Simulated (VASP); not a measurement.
# MoS2 (R3m) in VASP: further runs, part 2 of 2

VASP 6.6.1. The steps go on from the part before.

**3. Single point, PBE (volume changed by -5%)**

INCAR

```
ALGO     = Normal         # electronic algorithm
EDIFF    = 1E-7           # SCF threshold, eV
ENCUT    = 520            # plane-wave cutoff, eV
GGA      = PE             # functional
ISIF     = 2              # what is computed and relaxed
ISMEAR   = 0              # smearing method
LASPH    = True           # aspherical terms in the spheres
LCHARG   = False          # write CHGCAR
LREAL    = False          # projectors in reciprocal space
LWAVE    = False          # write WAVECAR
NBANDS   = 20             # bands
NELM     = 100            # most SCF steps
PREC     = Accurate       # precision mode
SIGMA    = 0.01           # smearing width, eV
```

KPOINTS

```
k-points
0
Gamma
  4 4 4
```

POSCAR

```
MoS2
1.0
    1.5606772173      0.9010574115      6.0889372472
   -1.5606772173      0.9010574115      6.0889372472
    0.0000000000     -1.8021148230      6.0889372472
Mo S
1 2
Direct
   -0.0000146006     -0.0000146006     -0.0000146006
    0.4170015125      0.4170015125      0.4170015125
    0.2496797548      0.2496797548      0.2496797548
```

Potentials or basis: VASP PAW PBE potentials, release 64 (Mo_sv, S).

Run with:

```console
$ cat potpaw_PBE.64/Mo_sv/POTCAR potpaw_PBE.64/S/POTCAR > POTCAR
$ mpirun -np 1 vasp_std > vasp.out
```

OUTCAR:

```text
EDIFF = 1E-7
   ENCUT = 520
   GGA = PE
   ISIF = 2
   ISMEAR = 0
   LASPH = True
   LREAL = False
   NELM = 100
   PREC = Accurate

 ion  position               nearest neighbor table
   1  1.000  1.000  1.000-   3 2.36   3 2.36   3 2.36   2 2.36   2 2.36   2 2.36
   2  0.417  0.417  0.417-   1 2.36   1 2.36   1 2.36
   3  0.250  0.250  0.250-   1 2.36   1 2.36   1 2.36

  LATTYP: Found a trigonal (rhomboedric) cell.
 ALAT       =     6.3500216248
 COS(alpha) =     0.8791891977

  Lattice vectors:

 A1 = (   1.5606772173,   0.9010574115,   6.0889372472)
 A2 = (  -1.5606772173,   0.9010574115,   6.0889372472)
 A3 = (   0.0000000000,  -1.8021148230,   6.0889372472)

Analysis of symmetry for initial positions (statically):
=====================================================================
 Subroutine PRICEL returns:
 Original cell was already a primitive cell.

 Routine SETGRP: Setting up the symmetry group for a
 trigonal (rhombohedral) supercell.
[... 151 lines left out ...]
  ext. energy  EPLUGINS =         0.00000000
  ---------------------------------------------------
  free energy    TOTEN  =       -21.76612584 eV

  energy without entropy =      -21.76612584  energy(sigma->0) =      -21.76612584

 E-fermi :   8.2549     XC(G=0): -11.0026

 val. band max:        8.1272613239   @ k =   0.5000   0.5000   0.5000
 cond. band min:       9.3667241576   @ k =  -0.2500   0.2500   0.0000
 fundamental gap:      1.2394628336
 Fermi energy:         8.2548714535

 k-point     1 :       0.0000    0.0000    0.0000
  band No.  band energies     occupation
      1     -53.4173      2.00000
      2     -27.6141      2.00000
      3     -27.3496      2.00000
      4     -27.3496      2.00000
      5      -7.2317      2.00000
      6      -5.4110      2.00000
[... 288 lines left out ...]
     19      16.8649      0.00000
     20      18.1974      0.00000

------------------------ aborting loop because EDIFF is reached ----------------------------------------

  FORCE on cell =-STRESS in cart. coord.  units (eV):
  Direction    XX          YY          ZZ          XY          YZ          ZX
  --------------------------------------------------------------------------------------
  -------------------------------------------------------------------------------------
  Total        3.0818866      3.0818866      3.8973538      0.0000000     -0.0000000      0.0000000
  in kB       96.1100806     96.1100806    121.5408050      0.0000000     -0.0000000      0.0000000
  external PRESSURE =     104.5869887 kB  Pullay stress =       0.0000000 kB

 VOLUME and BASIS-vectors are now :
 -----------------------------------------------------------------------------
  energy-cutoff  :      520.00
  volume of cell :       51.38
      direct lattice vectors                 reciprocal lattice vectors
     1.560677217  0.901057411  6.088937247     0.320373742  0.184967866  0.054744091
    -1.560677217  0.901057411  6.088937247    -0.320373742  0.184967866  0.054744091
     0.000000000 -1.802114823  6.088937247     0.000000000 -0.369935732  0.054744091

 POSITION                                       TOTAL-FORCE (eV/Angst)
 -----------------------------------------------------------------------------------
      0.00000      0.00000     18.26655         0.000000     -0.000000     -0.004561
      0.00000      0.00000      7.61729         0.000000      0.000000      0.947778
      0.00000      0.00000      4.56085         0.000000     -0.000000     -0.943217
 -----------------------------------------------------------------------------------
    total drift:                               -0.000000     -0.000000     -0.000019

  FREE ENERGIE OF THE ION-ELECTRON SYSTEM (eV)
  ---------------------------------------------------
  free  energy   TOTEN  =       -21.7661258371 eV

  energy  without entropy=      -21.7661258371  energy(sigma->0) =      -21.76612584
```

stdout:

```text
POSCAR found type information on POSCAR MoS
 POSCAR found :  2 types and       3 ions
 scaLAPACK will be used
 LDA part: xc-table for (Slater+PW92), standard interpolation
 POSCAR, INCAR and KPOINTS ok, starting setup
 FFT: planning ... GRIDC
 FFT: planning ... GRID_SOFT
 FFT: planning ... GRID
 WAVECAR not read
 entering main loop
```

Run time: 36 s. Hardware: 1 thread of Intel Xeon Platinum 8259CL at 2.50GHz (Skylake/Cascade Lake), shared host; peak memory 0.31 GiB.

What came out:

- Free energy: -21.7661 eV
- Pressure: 10.5 GPa
- Largest force: 0.948 eV/Å
- Band gap on the k mesh: 1.24 eV, indirect (least direct gap 2.19 eV)

Forces in eV/Å, atoms in the order of the input:
```
Mo   0.000  0.000 -0.005
S    0.000  0.000  0.948
S    0.000  0.000 -0.943
```

Levels at points of the mesh, in eV from the valence-band top:
| k point | band 9 | band 10 | band 11 | band 12 | band 13 | band 14 | band 15 | band 16 | band 17 | band 18 |
| --- | --- | --- | --- | --- | --- | --- | --- | --- | --- | --- |
| (0.00, 0.00, 0.00) | -3.58 | -2.40 | -2.40 | -1.32 | -1.29 | 2.10 | 2.10 | 2.56 | 2.56 | 5.67 |
| (0.50, 0.00, 0.00) | -5.25 | -4.19 | -2.45 | -1.67 | -1.57 | 1.68 | 2.12 | 3.58 | 3.62 | 5.33 |
| (0.50, 0.50, 0.00) | -4.95 | -4.12 | -3.05 | -1.87 | -1.38 | 1.63 | 2.26 | 3.09 | 4.08 | 6.06 |
| (0.50, 0.50, 0.50) | -3.60 | -3.60 | -2.37 | -2.37 | 0.00 | 2.19 | 2.19 | 2.41 | 2.41 | 5.70 |

Caveat: the k points lie up to 0.59 Å⁻¹ apart; the cell differs from its parent crystal (volume changed by -5%).

**4. Single point, PBE**

This run uses another cell than the first one, of 18.03 Å³/atom, 1.111 times its volume.

INCAR

```
PREC     = Accurate       # precision mode
ENCUT    = 520            # plane-wave cutoff, eV
EDIFF    = 1E-6           # SCF threshold, eV
ISMEAR   = 0              # smearing method
SIGMA    = 0.01           # smearing width, eV
LREAL    = False          # projectors in reciprocal space
LASPH    = True           # aspherical terms in the spheres
NELM     = 100            # most SCF steps
ALGO     = Normal         # electronic algorithm
ISIF     = 2              # what is computed and relaxed
LWAVE    = False          # write WAVECAR
LCHARG   = False          # write CHGCAR
GGA      = PE             # functional
NBANDS   = 20             # bands
```

KPOINTS

```
regular mesh
0
Gamma
  4 4 4
```

POSCAR

```
MoS2
1.0
    1.5875907341      0.9165959377      6.1939395585
   -1.5875907341      0.9165959377      6.1939395585
    0.0000000000     -1.8331918754      6.1939395585
Mo S
1 2
Direct
   -0.0000146006     -0.0000146006     -0.0000146006
    0.4170015125      0.4170015125      0.4170015125
    0.2496797548      0.2496797548      0.2496797548
```

Potentials or basis: VASP PAW PBE potentials, release 64 (Mo_sv, S).

Run with:

```console
$ cat potpaw_PBE.64/Mo_sv/POTCAR potpaw_PBE.64/S/POTCAR > POTCAR
$ mpirun -np 1 vasp_std > vasp.out
```

OUTCAR:

```text
PREC = Accurate
   ENCUT = 520
   EDIFF = 1E-6
   ISMEAR = 0
   LREAL = False
   LASPH = True
   NELM = 100
   ISIF = 2
   GGA = PE

 ion  position               nearest neighbor table
   1  1.000  1.000  1.000-   3 2.40   3 2.40   3 2.40   2 2.40   2 2.40   2 2.40
   2  0.417  0.417  0.417-   1 2.40   1 2.40   1 2.40
   3  0.250  0.250  0.250-   1 2.40   1 2.40   1 2.40

  LATTYP: Found a trigonal (rhomboedric) cell.
 ALAT       =     6.4595262757
 COS(alpha) =     0.8791891977

  Lattice vectors:

 A1 = (   1.5875907341,   0.9165959377,   6.1939395585)
 A2 = (  -1.5875907341,   0.9165959377,   6.1939395585)
 A3 = (   0.0000000000,  -1.8331918754,   6.1939395585)

Analysis of symmetry for initial positions (statically):
=====================================================================
 Subroutine PRICEL returns:
 Original cell was already a primitive cell.

 Routine SETGRP: Setting up the symmetry group for a
 trigonal (rhombohedral) supercell.

 Subroutine GETGRP returns: Found  6 space group operations
 (whereof  6 operations were pure point group operations)
 out of a pool of 12 trial point group operations.

The static configuration has the point symmetry C_3v.

Analysis of symmetry for dynamics (positions and initial velocities):
=====================================================================
 Subroutine PRICEL returns:
 Original cell was already a primitive cell.

 Routine SETGRP: Setting up the symmetry group for a
 trigonal (rhombohedral) supercell.

 Subroutine GETGRP returns: Found  6 space group operations
 (whereof  6 operations were pure point group operations)
 out of a pool of 12 trial point group operations.

The dynamic configuration has the point symmetry C_3v.

 Subroutine INISYM returns: Found  6 space group operations
 (whereof  6 operations are pure point group operations),
 and found     1 'primitive' translations

----------------------------------------------------------------------------------------

                                     Primitive cell

  volume of cell :      54.0798

  direct lattice vectors                    reciprocal lattice vectors
     1.587590734  0.916595938  6.193939559     0.314942629  0.181832212  0.053816046
    -1.587590734  0.916595938  6.193939559    -0.314942629  0.181832212  0.053816046
     0.000000000 -1.833191875  6.193939559     0.000000000 -0.363664424  0.053816046

  length of vectors
     6.459526276  6.459526276  6.459526276     0.367624781  0.367624781  0.367624781

  position of ions in fractional coordinates (direct lattice)
     0.999985399  0.999985399  0.999985399
     0.417001513  0.417001513  0.417001513
     0.249679755  0.249679755  0.249679755

  ion indices of the primitive-cell ions
   primitive index   ion index
                 1           1
                 2           2
                 3           3

----------------------------------------------------------------------------------------

 KPOINTS: regular mesh

Automatic generation of k-mesh.
 Grid dimensions read from file:
 generate k-points for:    4    4    4

 Generating k-lattice:

  Cartesian coordinates                     Fractional coordinates (reciprocal lattice)
     0.078735657  0.045458053  0.013454011     0.250000000  0.000000000  0.000000000
    -0.078735657  0.045458053  0.013454011     0.000000000  0.250000000  0.000000000
     0.000000000 -0.090916106  0.013454011     0.000000000  0.000000000  0.250000000

  Length of vectors
     0.091906195  0.091906195  0.091906195

  Shift w.r.t. Gamma in fractional coordinates (k-lattice)
     0.000000000  0.000000000  0.000000000

 Subroutine IBZKPT returns following result:
 ===========================================

 Found     13 irreducible k-points:

 Following reciprocal coordinates:
            Coordinates               Weight
  0.000000  0.000000  0.000000      1.000000
  0.250000  0.000000 -0.000000      6.000000
  0.500000  0.000000 -0.000000      3.000000
  0.250000  0.250000 -0.000000      6.000000
  0.500000  0.250000 -0.000000     12.000000
 -0.250000  0.250000  0.000000      6.000000
  0.500000  0.500000 -0.000000      3.000000
  0.250000  0.250000  0.250000      2.000000
  0.500000  0.250000  0.250000      6.000000
 -0.250000  0.250000  0.250000      6.000000
  0.500000  0.500000  0.250000      6.000000
 -0.250000  0.500000  0.250000      6.000000
  0.500000  0.500000  0.500000      1.000000
   k-points           NKPTS =     13   k-points in BZ     NKDIM =     13   number of bands    NBANDS=     20
   number of dos      NEDOS =    301   number of ions     NIONS =      3
   total plane-waves  NPLWV = 110592
   dimension x,y,z NGX =    48 NGY =   48 NGZ =   48
   dimension x,y,z NGXF=    96 NGYF=   96 NGZF=   96
   ions per type =               1   2
   NGX,Y,Z   is equivalent  to a cutoff of  12.35, 12.35, 12.35 a.u.
   NGXF,Y,Z  is equivalent  to a cutoff of  24.71, 24.71, 24.71 a.u.
 SYSTEM =  unknown system
   PREC   = accura    normal or accurate (medium, high low for compatibility)
   ISTART =      0    job   : 0-new  1-cont  2-samecut
   ICHARG =      2    charge: 1-file 2-atom 10-const
   ISPIN  =      1    spin polarized calculation?
   LNONCOLLINEAR =      F non collinear calculations
   LSORBIT =      F    spin-orbit coupling
   LASPH  =      T    aspherical Exc in radial PAW
   ENCUT  =  520.0 eV  38.22 Ry    6.18 a.u.  12.01 12.01 12.01*2*pi/ulx,y,z
   NELM   =    100;   NELMIN=  2; NELMDL= -5     # of ELM steps
   EDIFF  = 0.1E-05   stopping-criterion for ELM
   LREAL  =      F    real-space projection
   EDIFFG = 0.1E-04   stopping-criterion for IOM
   NSW    =      0    number of steps for IOM
   IBRION =     -1    ionic relax: 0-MD 1-quasi-New 2-CG
   NFREE  =      0    steps in history (QN), initial steepest desc. (CG)
   ISIF   =      2    stress and relaxation
   ISYM   =      2    0-nonsym 1-usesym 2-fastsym
   POTIM  = 0.5000    time-step for ionic-motion
   TEBEG  =    0.0;   TEEND  =   0.0 temperature during run
   PSTRESS=    0.0 pullay stress
   NELECT =      26.0000    total number of electrons
   NUPDOWN=      -1.0000    fix difference up-down
   EMIN   =  10.00;   EMAX   =-10.00  energy-range for DOS
   EFERMI =   0.00;   METHOD = LEGACY
   ISMEAR =     0;   SIGMA  =   0.01  broadening in eV -4-tet -1-fermi 0-gaus
   EFERMI_NEDOS =   21; number of points for ismear=-14 and -15
   IALGO  =     38    algorithm
   IMIX   =      4    mixing-type and parameters
     AMIX     =   0.40;   BMIX     =  1.00
     AMIX_MAG =   1.60;   BMIX_MAG =  1.00
  volume/ion in A,a.u.               =      18.03       121.65
  Fermi-wavevector in a.u.,A,eV,Ry     =   1.282491  2.423557 22.378639  1.644784
  Thomas-Fermi vector in A             =   2.414800
   LORBIT       =      0    0 simple, 1 ext, 2 COOP (PROOUT), +10 PAW based schemes
   GGA     = PE    functional components
   LHFCALC =     F    Hartree Fock is set to
   AEXX    =    0.0000 exact exchange contribution
   IVDW    =     0    specifies the selected vdW correction
   LEPSILON=     F    determine dielectric tensor
   LRPA    =     F    only Hartree local field effects (RPA)
 non-spin polarized calculation
 Gauss-broadening in eV      SIGMA  =   0.01
  energy-cutoff  :      520.00
  volume of cell :       54.08
 maximum number of plane-waves:      1469
   NGX = 23   NGY = 23   NGZ = 23

 number of electron      25.9999998 magnetization

 Free energy of the ion-electron system (eV)
  ---------------------------------------------------
  ext. energy  EPLUGINS =         0.00000000
  ---------------------------------------------------
  free energy    TOTEN  =       -21.86801303 eV

  energy without entropy =      -21.86801303  energy(sigma->0) =      -21.86801303

 E-fermi :   7.4633     XC(G=0): -10.7480

 val. band max:        7.4029813240   @ k =   0.5000   0.5000   0.5000
 cond. band min:       8.6451354397   @ k =  -0.2500   0.2500   0.0000
 fundamental gap:      1.2421541158
 Fermi energy:         7.4633372743

 k-point     1 :       0.0000    0.0000    0.0000
  band No.  band energies     occupation
      1     -54.1278      2.00000
      2     -28.2708      2.00000
      3     -28.0678      2.00000
      4     -28.0678      2.00000
      5      -7.5614      2.00000
      6      -5.9148      2.00000
[... 12 lines left out ...]
     19      15.5236      0.00000
[... 260 lines left out ...]
      4     -28.0678      2.00000
      5      -7.3184      2.00000
      6      -6.3192      2.00000
[... 12 lines left out ...]
     19      15.9936      0.00000
     20      17.3928      0.00000

------------------------ aborting loop because EDIFF is reached ----------------------------------------

  FORCE on cell =-STRESS in cart. coord.  units (eV):
  Direction    XX          YY          ZZ          XY          YZ          ZX
  --------------------------------------------------------------------------------------
  -------------------------------------------------------------------------------------
  Total        0.4461095      0.4461095      1.0032044      0.0000000      0.0000000     -0.0000000
  in kB       13.2165274     13.2165274     29.7211303      0.0000000      0.0000000     -0.0000000
  external PRESSURE =      18.7180617 kB  Pullay stress =       0.0000000 kB

 VOLUME and BASIS-vectors are now :
 -----------------------------------------------------------------------------
  energy-cutoff  :      520.00
  volume of cell :       54.08
      direct lattice vectors                 reciprocal lattice vectors
     1.587590734  0.916595938  6.193939559     0.314942629  0.181832212  0.053816046
    -1.587590734  0.916595938  6.193939559    -0.314942629  0.181832212  0.053816046
     0.000000000 -1.833191875  6.193939559     0.000000000 -0.363664424  0.053816046

 POSITION                                       TOTAL-FORCE (eV/Angst)
 -----------------------------------------------------------------------------------
      0.00000      0.00000     18.58155         0.000000      0.000000     -0.002783
      0.00000      0.00000      7.74865         0.000000     -0.000000      0.065407
      0.00000      0.00000      4.63950         0.000000      0.000000     -0.062624
 -----------------------------------------------------------------------------------
    total drift:                               -0.000000      0.000000     -0.000052

  FREE ENERGIE OF THE ION-ELECTRON SYSTEM (eV)
  ---------------------------------------------------
  free  energy   TOTEN  =       -21.8680130333 eV

  energy  without entropy=      -21.8680130333  energy(sigma->0) =      -21.86801303
```

It took 37 s on 1 thread of Intel Xeon Platinum 8259CL at 2.50GHz (Skylake/Cascade Lake), shared host; peak memory 0.3 GiB.

What came out:

| Item | Value |
| --- | --- |
| Free energy | -21.8680 eV |
| Pressure | 1.9 GPa |
| Largest force | 0.065 eV/Å |
| Band gap on the k mesh | 1.24 eV, indirect (least direct gap 2.12 eV) |

Forces in eV/Å, atoms in the order of the input:
```
Mo   0.000  0.000 -0.003
S    0.000  0.000  0.065
S    0.000  0.000 -0.063
```

Caveat: the k points lie up to 0.58 Å⁻¹ apart. A k mesh can miss the band edges.

**5. Overview**

```csv
cell,gap on the mesh (eV),pressure (GPa),largest force (eV/Å)
"a = 6.237 Å, angles 28.5°, 3 atoms",1.22,21.7,2.02
"a = 6.350 Å, angles 28.5°, 3 atoms",1.24,10.5,0.95
"a = 6.460 Å, angles 28.5°, 3 atoms",1.24,1.9,0.07
```

Alike in all rows: task single point; level PBE; potentials or basis VASP PAW PBE potentials, release 64 (Mo_sv, S); no spin polarisation; k mesh 4 × 4 × 4; cutoff (eV) 520; smearing gaussian 0.01 eV.

Caveats: all runs use coarse meshes; forces of over 1 eV/Å act on the atoms, so gaps and moduli don't describe the material at rest (some runs).

Total energies depend on the potentials used, so only differences within one code and one set of settings carry meaning.
